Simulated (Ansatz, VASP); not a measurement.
**SiS3 in VASP and in Ansatz**

```
CELL_PARAMETERS angstrom
0.00000 3.17486 3.17486
3.17486 0.00000 3.17486
3.17486 3.17486 0.00000
ATOMIC_POSITIONS crystal
Si 0.00000 0.00000 0.00000
S 0.25000 0.25000 0.25000
S 0.75000 0.75000 0.75000
S 0.50000 0.50000 0.50000
```

Change from the starting cell: species swapped into the TaW3 type (Fm-3m, No. 225).

Alike in both runs: task relaxation of cell and atoms; functional PBE; k mesh 6 × 6 × 6; occupations gaussian, width 0.1 eV; no spin polarisation.

|  | VASP | Ansatz |
| --- | --- | --- |
| version | VASP 6.6.1 | Ansatz 0.2.0 |
| potentials or method | VASP PAW PBE potentials, release 64 (Si, S), cutoff 500 eV | scalar-relativistic, plane waves, PAW |
| valence electrons in the cell | 22 | 22 |

|  | VASP | Ansatz | Ansatz less VASP |
| --- | --- | --- | --- |
| gap on the k mesh at the Fermi level, each at its own relaxed structure (eV) | none | none | - |
| relaxed volume (Å³/atom) | 15.49 | 15.54 | +0.053 |
| relaxed cell length with the largest relative difference (Å) | 4.442 | 4.447 | +0.0050 |

A gap of «none» marks a metal or a gap that the smearing closes.
